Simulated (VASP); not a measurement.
Set up this calculation in VASP 6.6.1, as the native input.

```
Task                   : single point
Functional             : LDA
Potentials or basis    : VASP PAW LDA potentials, release 64 (Hf_pv, C)
Cutoff                 : 520 eV
k mesh                 : 14 × 14 × 14
Occupations            : fermi-dirac, width 0.03 eV
Spin                   : collinear spin
Starting moments       : [0.5, 0.0] μB
Fixed moment           : 0.5 μB
Dipole correction      : no
Further INCAR settings : ALGO = Normal; EDIFF = 1e-07; NBANDS = 18
```

The structure of HfC lies in POSCAR:

```
HfC
1.0
    0.0000000000      2.3250000000      2.3250000000
    2.3250000000      0.0000000000      2.3250000000
    2.3250000000      2.3250000000      0.0000000000
Hf C
1 1
Direct
    0.5000000000      0.5000000000      0.5000000000
    0.0000000000      0.0000000000      0.0000000000
```

One way to write it, as run:

INCAR

```
ALGO = Normal
EDIFF = 1E-7
ENCUT = 520
GGA = CA
ISIF = 2
ISMEAR = -1
ISPIN = 2
LASPH = True
LCHARG = False
LMAXMIX = 4
LORBIT = 11
LREAL = False
LWAVE = False
MAGMOM = 0.5 0
NBANDS = 18
NELM = 150
NUPDOWN = 0.5
PREC = Accurate
SIGMA = 0.03
```

KPOINTS

```
k-points
0
Gamma
  14 14 14
```

Potentials or basis: VASP PAW LDA potentials, release 64 (Hf_pv, C).

Launch:

```sh
$ cat potpaw_LDA.64/Hf_pv/POTCAR potpaw_LDA.64/C/POTCAR > POTCAR
$ mpirun -np 1 vasp_std > vasp.out
```

Results of the run:

```yaml
Pressure: -10.5 GPa
Net_moment: 0.50 μB per cell
Site_moments: Hf +0.16; C +0.16 μB
Valence_electrons_inside_the_program's_atomic_spheres: Hf 8.64; C 2.37
```

Caveat: the cell stands under tension; the total moment is fixed, so each spin has its own Fermi level.

It took 66 s on 1 thread of Intel Xeon 8259CL (shared host), peak memory 0.19 GiB.
